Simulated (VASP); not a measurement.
# La4ZnGa3O12 (a cell with a defect) in VASP: single point with PBEsol

Aim: the single point of La4ZnGa3O12 (a cell with a defect) with PBEsol.

Program: VASP 6.6.1. These are calculated values, not measurements. Logs are shortened: lines on timing, memory, paths and dates and some standing lists are left out, and cuts for length are marked.

### 1 The cell of the first run

The cell holds a defect, 40 atoms: a = 7.729 Å, b = 7.729 Å, c = 7.729 Å, α = 90.00°, β = 90.00°, γ = 90.00°.

### 2 Single point, PBEsol, collinear spin

INCAR

```
  PREC = Accurate
  ENCUT = 520
  EDIFF = 1E-6
  ISMEAR = -1
  SIGMA = 0.05
  LREAL = Auto
  LASPH = True
  NELM = 150
  ALGO = Normal
  ISIF = 2
  LWAVE = False
  LCHARG = True
  ISPIN = 2
  MAGMOM = 0 0 0 0 0 0 0 0 0.167 0.167 0 0 0 0 0 0 0.167 0.167 0 0 0 0 0 0 0.167 0.167 0 0 0.167 0.167 0 0 0.167 0.167 0.167 0.167 0 0 0 0
  LORBIT = 11
  LMAXMIX = 6
  GGA = PS
  LELF = True
  LVHAR = True
  ISYM = 0
  NBANDS = 197
```

KPOINTS

```
Automatic mesh
0
Gamma
  1 1 1
  0.25 0.25 0.25
```

POSCAR

```
La4ZnGa3O12
1.0
    7.7293080000      0.0000000000      0.0000000000
    0.0000000000      7.7293080000      0.0000000000
    0.0000000000      0.0000000000      7.7293080000
La Zn Ga O
8 2 6 24
Direct
    0.0188810000      0.9910540000      0.0013470000
    0.9825360000      0.0118670000      0.5014150000
    0.0124500000      0.4815230000      0.0016120000
    0.9907250000      0.5174480000      0.4990390000
    0.5100770000      0.9827400000      0.0021890000
    0.4883800000      0.0186770000      0.4996080000
    0.5182950000      0.4883170000      0.9998090000
    0.4819330000      0.5091530000      0.4998690000
    0.2504130000      0.2500910000      0.2506130000
    0.2504150000      0.2500950000      0.7506070000
    0.2504030000      0.7501070000      0.2506150000
    0.2504080000      0.7500960000      0.7506160000
    0.7504160000      0.2500940000      0.2506180000
    0.7504100000      0.2500960000      0.7506170000
    0.7504030000      0.7500950000      0.2506140000
    0.7504030000      0.7500870000      0.7506120000
    0.2793330000      0.2826330000      0.9995890000
    0.2214970000      0.2175680000      0.5016320000
    0.2097850000      0.7216670000      0.0004710000
    0.2910240000      0.7785270000      0.5007560000
    0.7106450000      0.2180500000      0.9999280000
    0.7901960000      0.2821300000      0.5013050000
    0.7815190000      0.7935130000      0.0015650000
    0.7192830000      0.7066860000      0.4996670000
    0.9946240000      0.2148640000      0.2157760000
    0.9947740000      0.2156100000      0.7878010000
    0.0000160000      0.7833810000      0.2894440000
    0.9993540000      0.7803990000      0.7112240000
    0.5062040000      0.2853270000      0.2854550000
    0.5060520000      0.2845680000      0.7134330000
    0.5007970000      0.7168110000      0.2117820000
    0.5014580000      0.7197950000      0.7900060000
    0.2837360000      0.9956140000      0.2168730000
    0.2827380000      0.9951780000      0.7851660000
    0.2170840000      0.5045780000      0.2843580000
    0.2180640000      0.5050220000      0.7160640000
    0.7175440000      0.9991620000      0.2909560000
    0.7170650000      0.9987190000      0.7107550000
    0.7832670000      0.5010320000      0.2102810000
    0.7837640000      0.5014710000      0.7904830000
```

Potentials or basis: VASP PAW PBE potentials, release 64 (La, Zn, Ga_d, O).

Launch:

```sh
$ cat potpaw_PBE.64/La/POTCAR potpaw_PBE.64/Zn/POTCAR potpaw_PBE.64/Ga_d/POTCAR potpaw_PBE.64/O/POTCAR > POTCAR
$ mpirun -np 1 vasp_std > vasp.out
```

OUTCAR:

```text
PREC = Accurate
   ENCUT = 520
   EDIFF = 1E-6
   ISMEAR = -1
   LREAL = Auto
   LASPH = True
   NELM = 150
   ISIF = 2
   ISPIN = 2
   LORBIT = 11
   GGA = PS
   ISYM = 0

 ion  position               nearest neighbor table
   1  0.019  0.991  0.001-  23 2.39  26 2.40  25 2.40  19 2.55  34 2.64  33 2.64  27 2.75  28 2.78
                            11 3.22  12 3.23   9 3.31  10 3.31
   2  0.983  0.012  0.501-  27 2.41  28 2.42  18 2.44  22 2.56  38 2.62  37 2.62  25 2.71  26 2.72
                            14 3.21  13 3.22
   3  0.012  0.482  0.002-  39 2.40  19 2.40  40 2.41  17 2.57  26 2.64  25 2.65  35 2.70  36 2.73
                             9 3.21  10 3.22
   4  0.991  0.517  0.499-  22 2.39  35 2.41  36 2.43  24 2.56  28 2.61  27 2.62  39 2.75  40 2.77
                            15 3.22  16 3.23
   5  0.510  0.983  0.002-  21 2.39  33 2.41  34 2.43  23 2.56  32 2.61  31 2.62  37 2.75  38 2.77
                            15 3.22  16 3.24
   6  0.488  0.019  0.500-  37 2.40  20 2.40  38 2.41  18 2.57  30 2.64  29 2.65  33 2.70  34 2.73
                             9 3.21  10 3.22
   7  0.518  0.488  1.000-  31 2.41  32 2.42  17 2.44  21 2.56  40 2.62  39 2.62  29 2.71  30 2.72
                            14 3.21  13 3.22
   8  0.482  0.509  0.500-  24 2.39  30 2.40  29 2.40  20 2.55  36 2.64  35 2.64  31 2.75  32 2.78
                            11 3.22  12 3.23   9 3.31  10 3.31
   9  0.250  0.250  0.251-  18 1.97  17 1.97  33 2.00  35 2.00  25 2.01  29 2.01   6 3.21   3 3.21
                             1 3.31   8 3.31
  10  0.250  0.250  0.751-  18 1.95  17 1.95  34 2.00  36 2.00  30 2.01  26 2.01   6 3.22   3 3.22
                             1 3.31   8 3.31
  11  0.250  0.750  0.251-  33 1.93  35 1.93  20 1.97  19 1.97  27 1.98  31 1.98   1 3.22   8 3.22
[... 21 lines left out ...]
  27  0.000  0.783  0.289-  15 1.97  11 1.98   2 2.41   4 2.62   1 2.75
  28  0.999  0.780  0.711-  16 1.96  12 1.98   2 2.42   4 2.61   1 2.78
  29  0.506  0.285  0.285-  13 1.93   9 2.01   8 2.40   6 2.65   7 2.71
  30  0.506  0.285  0.713-  14 1.93  10 2.01   8 2.40   6 2.64   7 2.72
[... 8 lines left out ...]
  39  0.783  0.501  0.210-  15 1.97  13 1.98   3 2.40   7 2.62   4 2.75
  40  0.784  0.501  0.790-  16 1.96  14 1.98   3 2.41   7 2.62   4 2.77

IMPORTANT INFORMATION: All symmetrisations will be switched off!
NOSYMM: (Re-)initialisation of all symmetry stuff for point group C_1.

----------------------------------------------------------------------------------------

                                     Primitive cell

  volume of cell :     461.7659

  direct lattice vectors                    reciprocal lattice vectors
     7.729308000  0.000000000  0.000000000     0.129377688  0.000000000  0.000000000
     0.000000000  7.729308000  0.000000000     0.000000000  0.129377688  0.000000000
     0.000000000  0.000000000  7.729308000     0.000000000  0.000000000  0.129377688

  length of vectors
[... 189 lines left out ...]
 fundamental gap:      0.1455194360
 Fermi energy:         6.6570631432

 spin component 1

 k-point     1 :       0.2500    0.2500    0.2500
  band No.  band energies     occupation
      1     -23.3425      1.00000
      2     -23.3043      1.00000
      3     -23.2795      1.00000
      4     -23.2619      1.00000
      5     -23.2447      1.00000
      6     -23.2306      1.00000
[... 717 lines left out ...]
    178      11.5436      0.00000
    179      11.5863      0.00000
 Fermi energy:         6.6570631432

 spin component 2

 k-point     1 :       0.2500    0.2500    0.2500
  band No.  band energies     occupation
      1     -23.3425      1.00000
      2     -23.3043      1.00000
      3     -23.2795      1.00000
      4     -23.2619      1.00000
      5     -23.2447      1.00000
      6     -23.2306      1.00000
[... 717 lines left out ...]
    178      11.5437      0.00000
    179      11.5864      0.00000
 [bands above 179 left out]

------------------------ aborting loop because EDIFF is reached ----------------------------------------

  FORCE on cell =-STRESS in cart. coord.  units (eV):
  Direction    XX          YY          ZZ          XY          YZ          ZX
  --------------------------------------------------------------------------------------
  -------------------------------------------------------------------------------------
  Total       14.1200512     13.5487445     10.3902320      0.7620827     -0.1100971     -0.1943236
  in kB       48.9919826     47.0097341     36.0507236      2.6441790     -0.3820012     -0.6742396
  external PRESSURE =      44.0174801 kB  Pullay stress =       0.0000000 kB

 VOLUME and BASIS-vectors are now :
 -----------------------------------------------------------------------------
  energy-cutoff  :      520.00
  volume of cell :      461.77
      direct lattice vectors                 reciprocal lattice vectors
     7.729308000  0.000000000  0.000000000     0.129377688  0.000000000  0.000000000
     0.000000000  7.729308000  0.000000000     0.000000000  0.129377688  0.000000000
     0.000000000  0.000000000  7.729308000     0.000000000  0.000000000  0.129377688

 POSITION                                       TOTAL-FORCE (eV/Angst)
 -----------------------------------------------------------------------------------
      0.14594      7.66016      0.01041         0.023096     -0.014192     -0.020117
      7.59432      0.09172      3.87559         0.078349      0.082456      0.000921
      0.09623      3.72184      0.01246         0.097222     -0.035049     -0.128544
      7.65762      3.99951      3.85723         0.017490     -0.039037      0.146686
      3.94254      7.59590      0.01692        -0.016006      0.039406     -0.148173
      3.77484      0.14436      3.86162        -0.097916      0.034517      0.128915
[... 32 lines left out ...]
      6.05411      3.87263      1.62533         0.026029     -0.024016     -0.007988
      6.05795      3.87602      6.10989        -0.052693     -0.043944      0.053544
 -----------------------------------------------------------------------------------
    total drift:                                0.005415      0.004470      0.009737

  FREE ENERGIE OF THE ION-ELECTRON SYSTEM (eV)
  ---------------------------------------------------
  free  energy   TOTEN  =      -296.0761106970 eV

  energy  without entropy=     -295.9785766726  energy(sigma->0) =     -296.02734368

 total charge

# of ion       s       p       d       f       tot
--------------------------------------------------
    1        2.030   5.689   0.621   0.230   8.570
    2        2.029   5.690   0.609   0.227   8.554
    3        2.030   5.690   0.614   0.229   8.562
    4        2.029   5.689   0.616   0.228   8.563
    5        2.029   5.689   0.616   0.228   8.563
    6        2.030   5.690   0.614   0.229   8.562
[... 32 lines left out ...]
   39        1.554   3.482   0.000   0.000   5.037
   40        1.554   3.480   0.000   0.000   5.034
--------------------------------------------------
tot         58.586 134.691  86.506   1.830 281.613

 magnetization (x)

# of ion       s       p       d       f       tot
--------------------------------------------------
    1       -0.000   0.000  -0.000  -0.000  -0.000
    2       -0.000   0.000  -0.000  -0.000  -0.000
    3       -0.000   0.000  -0.000  -0.000  -0.000
    4        0.000   0.000  -0.000  -0.000  -0.000
    5       -0.000   0.000  -0.000  -0.000  -0.000
    6       -0.000  -0.000  -0.000  -0.000  -0.000
[... 32 lines left out ...]
   39        0.000   0.000   0.000   0.000   0.000
   40        0.000   0.000   0.000   0.000   0.000
--------------------------------------------------
tot         -0.000   0.010   0.003  -0.000   0.013
```

OSZICAR:

```text
N       E                     dE             d eps       ncg     rms          rms(c)
DAV:   1     0.593699060613E+04    0.59370E+04   -0.11445E+05  3240   0.295E+03
DAV:   2     0.225229235873E+04   -0.36847E+04   -0.34173E+04  3160   0.879E+02
DAV:   3     0.666269250880E+03   -0.15860E+04   -0.13905E+04  3576   0.374E+02
[... 15 lines left out ...]
DAV:  19    -0.296076082450E+03   -0.35235E-04   -0.40522E-04  6088   0.849E-02    0.220E-02
DAV:  20    -0.296076097001E+03   -0.14551E-04   -0.11532E-04  5840   0.551E-02    0.164E-02
DAV:  21    -0.296076106295E+03   -0.92933E-05   -0.75830E-05  5792   0.361E-02    0.102E-02
DAV:  22    -0.296076108623E+03   -0.23278E-05   -0.20119E-05  4256   0.290E-02    0.581E-03
DAV:  23    -0.296076110042E+03   -0.14192E-05   -0.12315E-05  4136   0.159E-02    0.443E-03
DAV:  24    -0.296076110697E+03   -0.65531E-06   -0.40603E-06  2680   0.121E-02
   1 F= -.29607611E+03 E0= -.29602734E+03  d E =-.975340E-01  mag=     0.0130
```

Wall time 46 min (1 thread of Intel Xeon Platinum 8375C at 2.90GHz (Ice Lake), shared host); peak memory 0.98 GiB.

What came out:

* Free energy: -296.0761 eV
* Pressure: 4.4 GPa
* Largest force: 0.166 eV/Å
* Band gap on the k mesh: 0.15 eV
* Net moment: 0.02 μB per cell
* Valence electrons inside the program's atomic spheres: La 8.57, 8.55, 8.56 (each value once); Zn 10.93; Ga 11.79, 11.76, 11.75 (each value once); O 4.97, 5.03, 5.02, 5.04, 5.01 (each value once)

Forces on the atoms (eV/Å):
```
La   0.023 -0.014 -0.020
La   0.078  0.082  0.001
La   0.097 -0.035 -0.129
La   0.017 -0.039  0.147
La  -0.016  0.039 -0.148
La  -0.098  0.035  0.129
La  -0.079 -0.082  0.000
La  -0.024  0.012  0.020
Zn   0.001  0.001  0.001
Zn   0.001  0.000  0.002
Ga   0.002 -0.001  0.004
Ga   0.003  0.001  0.004
Ga   0.002  0.001  0.003
Ga   0.004  0.000  0.004
Ga   0.003  0.001  0.004
Ga   0.003  0.002  0.004
O    0.023  0.088  0.078
O   -0.022 -0.089 -0.079
O   -0.036  0.011  0.034
O    0.037 -0.011 -0.034
O   -0.025  0.009  0.079
O    0.022 -0.009 -0.083
O   -0.018  0.021 -0.066
O    0.016 -0.022  0.063
O    0.007  0.037 -0.061
O    0.000  0.003  0.027
O   -0.074 -0.049  0.037
O   -0.044  0.073 -0.042
O   -0.008 -0.038  0.060
O    0.000 -0.001 -0.027
O    0.070  0.047 -0.036
O    0.043 -0.072  0.040
O    0.020 -0.124 -0.039
O    0.015 -0.081  0.059
O   -0.023  0.125  0.035
O   -0.016  0.080 -0.062
O   -0.027  0.021  0.005
O    0.049  0.044 -0.058
O    0.026 -0.024 -0.008
O   -0.053 -0.044  0.054
```

Levels at points of the mesh, in eV from the valence-band top:
Spin up:
```csv
k point,band 163,band 164,band 165,band 166,band 167,band 168,band 169,band 170,band 171,band 172
"(0.25, 0.25, 0.25)",-0.31,-0.30,-0.24,-0.06,0.00,0.15,4.73,4.77,4.78,4.90
```
Spin down:
```
           k point  band 163  band 164  band 165  band 166  band 167  band 168  band 169  band 170  band 171  band 172
(0.25, 0.25, 0.25)     -0.31     -0.29     -0.24     -0.06      0.00      0.15      4.73      4.77      4.78      4.90
```

Caveat: semilocal functionals underestimate gaps, and a narrow one can read as zero; the PAW data sets were made with another functional, which shifts forces and pressure a little; spin-orbit coupling is left out, which moves the levels of the heavy elements.
